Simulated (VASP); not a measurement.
A run of VASP 6.6.1:

INCAR

```
SYSTEM = AlN
PREC = Accurate ; ENCUT = 600
EDIFF = 1E-6 ; ISMEAR = -1
SIGMA = 0.1 ; LREAL = .False.
LASPH = .True. ; NELM = 80
ALGO = Normal ; ISIF = 3
LWAVE = .False. ; LCHARG = .False.
GGA = PE ; IBRION = 2
NSW = 32 ; EDIFFG = -0.005
PSTRESS = 3000.0
```

The input KPOINTS:

```
Automatic mesh
0
Gamma
  16 16 16
  0 0 0
```

POSCAR

```
AlN
1.0
    2.1865478884      0.0000000000      0.0000000000
    0.0000000000      2.1865478884      0.0000000000
    0.0000000000      0.0000000000      2.1865478884
Al N
1 1
Direct
    0.0000000000      0.0000000000      0.0000000000
    0.5000000000      0.5000000000      0.5000000000
```

Potentials or basis: VASP PAW PBE potentials, release 64 (Al, N).

Command:

```console
$ cat potpaw_PBE.64/Al/POTCAR potpaw_PBE.64/N/POTCAR > POTCAR
$ mpirun -np 1 vasp_std > vasp.out
```

Hardware: 1 thread of Intel Xeon 8259CL (shared host).

**Question.** How long does it take, and how much memory?

**Answer.** It took 40 s on 1 thread of Intel Xeon 8259CL, with other jobs on the host, peak memory 0.13 GiB. Counts: scf iterations 22, k points 165, ion steps 3.
